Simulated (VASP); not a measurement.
# KCl (Sylvite) (Fm-3m) in VASP: further runs

KCl (Sylvite) is run at these levels: PBEsol; tasks: single point.

Program: VASP 6.6.1. These are calculated values, not measurements. Logs are shortened: lines on timing, memory, paths and dates and some standing lists are left out, and cuts for length are marked.

### 1 The cell of the first run

It takes space group Fm-3m (No. 225, cubic). Conventional cell: a = 5.464 Å, b = 5.464 Å, c = 5.464 Å, α = 90.00°, β = 90.00°, γ = 90.00°. K (site symmetry m-3m) has 6 Cl at 2.73 Å within 3.6 Å. Within 3.6 Å of Cl (site symmetry m-3m) lie 6 K at 2.73 Å.

### 2 Single point, PBEsol

INCAR reads:

```
ALGO     = Normal         # electronic algorithm
EDIFF    = 1E-6           # SCF threshold, eV
ENCUT    = 500            # plane-wave cutoff, eV
GGA      = PS             # functional
GGA_COMPAT= F            
ISIF     = 2              # what is computed and relaxed
ISMEAR   = -1             # smearing method
LASPH    = T              # aspherical terms in the spheres
LCHARG   = F              # write CHGCAR
LREAL    = F              # projectors in reciprocal space
LWAVE    = F              # write WAVECAR
NBANDS   = 15             # bands
NELM     = 120            # most SCF steps
PREC     = Accurate       # precision mode
SIGMA    = 0.05           # smearing width, eV
```

KPOINTS reads:

```
k-points
0
Gamma
  7 7 7
```

POSCAR reads:

```
KCl
1.0
    0.0000000000      2.7319431407      2.7319431407
    2.7319431407      0.0000000000      2.7319431407
    2.7319431407      2.7319431407      0.0000000000
K Cl
1 1
Direct
    0.0000000000      0.0000000000      0.0000000000
    0.5000000000      0.5000000000      0.5000000000
```

Potentials or basis: VASP PAW PBE potentials, release 64 (K_sv, Cl).

Command:

```
cat potpaw_PBE.64/K_sv/POTCAR potpaw_PBE.64/Cl/POTCAR > POTCAR
mpirun -np 1 vasp_std > vasp.out
```

OUTCAR:

```text
EDIFF = 1E-6
   ENCUT = 500
   GGA = PS
   ISIF = 2
   ISMEAR = -1
   LASPH = T
   LREAL = F
   NELM = 120
   PREC = Accurate

 ion  position               nearest neighbor table
   1  0.000  0.000  0.000-   2 2.73   2 2.73   2 2.73   2 2.73   2 2.73   2 2.73
   2  0.500  0.500  0.500-   1 2.73   1 2.73   1 2.73   1 2.73   1 2.73   1 2.73

  LATTYP: Found a face centered cubic cell.
 ALAT       =     5.4638862814

  Lattice vectors:

 A1 = (   0.0000000000,   2.7319431407,   2.7319431407)
 A2 = (   2.7319431407,   0.0000000000,   2.7319431407)
 A3 = (   2.7319431407,   2.7319431407,   0.0000000000)

Analysis of symmetry for initial positions (statically):
=====================================================================
 Subroutine PRICEL returns:
 Original cell was already a primitive cell.

 Routine SETGRP: Setting up the symmetry group for a
 face centered cubic supercell.

 Subroutine GETGRP returns: Found 48 space group operations
 (whereof 48 operations were pure point group operations)
 out of a pool of 48 trial point group operations.

The static configuration has the point symmetry O_h .

Analysis of symmetry for dynamics (positions and initial velocities):
=====================================================================
 Subroutine PRICEL returns:
 Original cell was already a primitive cell.

 Routine SETGRP: Setting up the symmetry group for a
 face centered cubic supercell.

 Subroutine GETGRP returns: Found 48 space group operations
 (whereof 48 operations were pure point group operations)
 out of a pool of 48 trial point group operations.

The dynamic configuration has the point symmetry O_h .

 Subroutine INISYM returns: Found 48 space group operations
 (whereof 48 operations are pure point group operations),
 and found     1 'primitive' translations

----------------------------------------------------------------------------------------

                                     Primitive cell

  volume of cell :      40.7798

  direct lattice vectors                    reciprocal lattice vectors
     0.000000000  2.731943141  2.731943141    -0.183019914  0.183019914  0.183019914
     2.731943141  0.000000000  2.731943141     0.183019914 -0.183019914  0.183019914
     2.731943141  2.731943141  0.000000000     0.183019914  0.183019914 -0.183019914

  length of vectors
     3.863551041  3.863551041  3.863551041     0.316999791  0.316999791  0.316999791

  position of ions in fractional coordinates (direct lattice)
[... 8 lines left out ...]
----------------------------------------------------------------------------------------

 KPOINTS: k-points

Automatic generation of k-mesh.
 Grid dimensions read from file:
 generate k-points for:    7    7    7

 Generating k-lattice:

  Cartesian coordinates                     Fractional coordinates (reciprocal lattice)
    -0.026145702  0.026145702  0.026145702     0.142857143  0.000000000  0.000000000
     0.026145702 -0.026145702  0.026145702     0.000000000  0.142857143  0.000000000
     0.026145702  0.026145702 -0.026145702     0.000000000  0.000000000  0.142857143

  Length of vectors
     0.045285684  0.045285684  0.045285684

  Shift w.r.t. Gamma in fractional coordinates (k-lattice)
     0.000000000  0.000000000  0.000000000

 Subroutine IBZKPT returns following result:
 ===========================================

 Found     20 irreducible k-points:

 Following reciprocal coordinates:
            Coordinates               Weight
  0.000000  0.000000  0.000000      1.000000
  0.142857  0.000000  0.000000      8.000000
  0.285714  0.000000  0.000000      8.000000
  0.428571  0.000000  0.000000      8.000000
  0.142857  0.142857  0.000000      6.000000
  0.285714  0.142857  0.000000     24.000000
[... 12 lines left out ...]
 -0.428571  0.428571  0.142857     24.000000
 -0.285714  0.428571  0.142857     24.000000
   k-points           NKPTS =     20   k-points in BZ     NKDIM =     20   number of bands    NBANDS=     15
   number of dos      NEDOS =    301   number of ions     NIONS =      2
   total plane-waves  NPLWV =  21952
   dimension x,y,z NGX =    28 NGY =   28 NGZ =   28
   dimension x,y,z NGXF=    56 NGYF=   56 NGZF=   56
   ions per type =               1   1
   NGX,Y,Z   is equivalent  to a cutoff of  12.05, 12.05, 12.05 a.u.
   NGXF,Y,Z  is equivalent  to a cutoff of  24.10, 24.10, 24.10 a.u.
 SYSTEM =  unknown system
   PREC   = accura    normal or accurate (medium, high low for compatibility)
   ISTART =      0    job   : 0-new  1-cont  2-samecut
   ICHARG =      2    charge: 1-file 2-atom 10-const
   ISPIN  =      1    spin polarized calculation?
   LNONCOLLINEAR =      F non collinear calculations
   LSORBIT =      F    spin-orbit coupling
   LASPH  =      T    aspherical Exc in radial PAW
   ENCUT  =  500.0 eV  36.75 Ry    6.06 a.u.   7.04  7.04  7.04*2*pi/ulx,y,z
   NELM   =    120;   NELMIN=  2; NELMDL= -5     # of ELM steps
   EDIFF  = 0.1E-05   stopping-criterion for ELM
   LREAL  =      F    real-space projection
   EDIFFG = 0.1E-04   stopping-criterion for IOM
   NSW    =      0    number of steps for IOM
   IBRION =     -1    ionic relax: 0-MD 1-quasi-New 2-CG
   NFREE  =      0    steps in history (QN), initial steepest desc. (CG)
   ISIF   =      2    stress and relaxation
   ISYM   =      2    0-nonsym 1-usesym 2-fastsym
   POTIM  = 0.5000    time-step for ionic-motion
   TEBEG  =    0.0;   TEEND  =   0.0 temperature during run
   PSTRESS=    0.0 pullay stress
   NELECT =      16.0000    total number of electrons
   NUPDOWN=      -1.0000    fix difference up-down
   EMIN   =  10.00;   EMAX   =-10.00  energy-range for DOS
   EFERMI =   0.00;   METHOD = LEGACY
   ISMEAR =    -1;   SIGMA  =   0.05  broadening in eV -4-tet -1-fermi 0-gaus
   EFERMI_NEDOS =   21; number of points for ismear=-14 and -15
   IALGO  =     38    algorithm
   IMIX   =      4    mixing-type and parameters
     AMIX     =   0.40;   BMIX     =  1.00
     AMIX_MAG =   1.60;   BMIX_MAG =  1.00
  volume/ion in A,a.u.               =      20.39       137.60
  Fermi-wavevector in a.u.,A,eV,Ry     =   1.198487  2.264811 19.543001  1.436370
  Thomas-Fermi vector in A             =   2.334374
   LORBIT       =      0    0 simple, 1 ext, 2 COOP (PROOUT), +10 PAW based schemes
   GGA     = PS    functional components
   LHFCALC =     F    Hartree Fock is set to
   AEXX    =    0.0000 exact exchange contribution
   IVDW    =     0    specifies the selected vdW correction
   LEPSILON=     F    determine dielectric tensor
   LRPA    =     F    only Hartree local field effects (RPA)
 non-spin polarized calculation
  energy-cutoff  :      500.00
  volume of cell :       40.78
 maximum number of plane-waves:      1047
   NGX = 15   NGY = 15   NGZ = 15

 number of electron      16.0000000 magnetization

 Free energy of the ion-electron system (eV)
  ---------------------------------------------------
  ext. energy  EPLUGINS =         0.00000000
  ---------------------------------------------------
  free energy    TOTEN  =        -6.15111500 eV

  energy without entropy =       -6.15111500  energy(sigma->0) =       -6.15111500

 E-fermi :   1.4770     XC(G=0):  -9.6894

 val. band max:        0.4470882106   @ k =   0.0000   0.0000   0.0000
 cond. band min:       5.9810776760   @ k =   0.4286   0.4286   0.0000
 fundamental gap:      5.5339894654
 Fermi energy:         1.4769618584

 k-point     1 :       0.0000    0.0000    0.0000
  band No.  band energies     occupation
      1     -25.9370      2.00000
      2     -12.3489      2.00000
      3      -9.4301      2.00000
      4      -9.4301      2.00000
      5      -9.4301      2.00000
      6       0.4471      2.00000
      7       0.4471      2.00000
      8       0.4471      2.00000
      9       7.2475      0.00000
     10       8.4704      0.00000
     11       8.4704      0.00000
     12       8.4704      0.00000
     13       9.6681      0.00000
     14       9.6681      0.00000
     15      14.3498      0.00000

 k-point     2 :       0.1429    0.0000    0.0000
  band No.  band energies     occupation
      1     -25.9195      2.00000
      2     -12.4867      2.00000
      3      -9.4340      2.00000
      4      -9.4340      2.00000
      5      -9.2692      2.00000
      6      -0.0431      2.00000
      7       0.2483      2.00000
      8       0.2483      2.00000
      9       7.8882      0.00000
     10       8.4603      0.00000
     11       8.8615      0.00000
     12       8.8615      0.00000
     13      10.2273      0.00000
     14      10.2273      0.00000
     15      15.4760      0.00000

 k-point     3 :       0.2857    0.0000    0.0000
  band No.  band energies     occupation
      1     -25.8798      2.00000
      2     -12.7597      2.00000
      3      -9.4423      2.00000
      4      -9.4423      2.00000
      5      -8.9367      2.00000
      6      -0.9559      2.00000
      7      -0.1525      2.00000
      8      -0.1525      2.00000
      9       8.2844      0.00000
     10       9.6729      0.00000
     11       9.9603      0.00000
     12       9.9603      0.00000
     13      11.6777      0.00000
     14      11.6777      0.00000
     15      16.3337      0.00000
[... 271 lines left out ...]
 k-point    19 :      -0.4286    0.4286    0.1429
  band No.  band energies     occupation
      1     -25.8227      2.00000
      2     -12.4179      2.00000
      3      -9.9389      2.00000
      4      -9.7749      2.00000
      5      -9.3127      2.00000
      6      -0.5306      2.00000
      7      -0.2354      2.00000
      8       0.0267      2.00000
      9       6.9440      0.00000
     10      10.5634      0.00000
     11      11.2215      0.00000
     12      12.5266      0.00000
     13      12.6858      0.00000
     14      13.4340      0.00000
     15      14.7547      0.00000

 k-point    20 :      -0.2857    0.4286    0.1429
  band No.  band energies     occupation
      1     -25.8195      2.00000
      2     -12.4975      2.00000
      3      -9.9607      2.00000
      4      -9.7791      2.00000
      5      -9.1281      2.00000
      6      -0.7209      2.00000
      7      -0.2174      2.00000
      8      -0.1874      2.00000
      9       8.1017      0.00000
     10       9.2973      0.00000
     11      11.6282      0.00000
     12      12.0918      0.00000
     13      13.2072      0.00000
     14      14.1107      0.00000
     15      15.5303      0.00000

------------------------ aborting loop because EDIFF is reached ----------------------------------------

  FORCE on cell =-STRESS in cart. coord.  units (eV):
  Direction    XX          YY          ZZ          XY          YZ          ZX
  --------------------------------------------------------------------------------------
  -------------------------------------------------------------------------------------
  Total        5.1955053      5.1955053      5.1955053     -0.0000000      0.0000000      0.0000000
  in kB      204.1236898    204.1236898    204.1236898     -0.0000000      0.0000000      0.0000000
  external PRESSURE =     204.1236898 kB  Pullay stress =       0.0000000 kB

 VOLUME and BASIS-vectors are now :
 -----------------------------------------------------------------------------
  energy-cutoff  :      500.00
  volume of cell :       40.78
      direct lattice vectors                 reciprocal lattice vectors
     0.000000000  2.731943141  2.731943141    -0.183019914  0.183019914  0.183019914
     2.731943141  0.000000000  2.731943141     0.183019914 -0.183019914  0.183019914
     2.731943141  2.731943141  0.000000000     0.183019914  0.183019914 -0.183019914

 POSITION                                       TOTAL-FORCE (eV/Angst)
 -----------------------------------------------------------------------------------
      0.00000      0.00000      0.00000        -0.000000     -0.000000     -0.000000
      2.73194      2.73194      2.73194         0.000000      0.000000      0.000000
 -----------------------------------------------------------------------------------
    total drift:                                0.000000      0.000000      0.000000

  FREE ENERGIE OF THE ION-ELECTRON SYSTEM (eV)
  ---------------------------------------------------
  free  energy   TOTEN  =        -6.1511150020 eV

  energy  without entropy=       -6.1511150019  energy(sigma->0) =       -6.15111500
```

It took 5.3 s on 1 thread of Intel Xeon 6975P-C (Granite Rapids), shared host; peak memory 0.15 GiB.

Results:

```yaml
Free_energy: -6.1511 eV
Pressure: 20.4 GPa
Band_gap_on_the_k_mesh: 5.53 eV, indirect (least direct gap 5.77 eV)
```

Caveat: the PAW data sets were made with another functional, which shifts forces and pressure a little. Expect the measured gap to be larger: semilocal functionals such as PBEsol lack the derivative discontinuity.

### 3 Single point, PBEsol

This run uses another cell than the first one, of 23.14 Å³/atom, 1.135 times its volume.

INCAR reads:

```
PREC = Accurate
ENCUT = 500
EDIFF = 1E-6
ISMEAR = -1
SIGMA = 0.05
LREAL = F
LASPH = T
NELM = 120
ALGO = Normal
ISIF = 2
LWAVE = F
LCHARG = F
GGA = PS
NBANDS = 15
GGA_COMPAT = F
```

KPOINTS reads:

```
Automatic mesh
0
Gamma
  7 7 7
```

POSCAR reads:

```
KCl
1.0
    0.0000000000      2.8494384841      2.8494384841
    2.8494384841      0.0000000000      2.8494384841
    2.8494384841      2.8494384841      0.0000000000
K Cl
1 1
Direct
    0.0000000000      0.0000000000      0.0000000000
    0.5000000000      0.5000000000      0.5000000000
```

Potentials or basis: VASP PAW PBE potentials, release 64 (K_sv, Cl).

Command:

```
cat potpaw_PBE.64/K_sv/POTCAR potpaw_PBE.64/Cl/POTCAR > POTCAR
mpirun -np 1 vasp_std > vasp.out
```

Wall time 6.7 s (1 thread of Intel Xeon 6975P-C (Granite Rapids), shared host); peak memory 0.16 GiB.

It converged, with:

- Free energy: -6.6610 eV
- Pressure: 10.2 GPa
- Band gap on the k mesh: 5.93 eV, indirect (least direct gap 6.17 eV)

Levels at points of the mesh, in eV from the valence-band top:
```csv
k point,band 6,band 7,band 8,band 9,band 10,band 11
"(0.00, 0.00, 0.00)",0.00,0.00,0.00,6.17,8.21,8.21
```

Caveat: the PAW data sets were made with another functional, which shifts forces and pressure a little. Expect the measured gap to be larger: semilocal functionals such as PBEsol lack the derivative discontinuity.
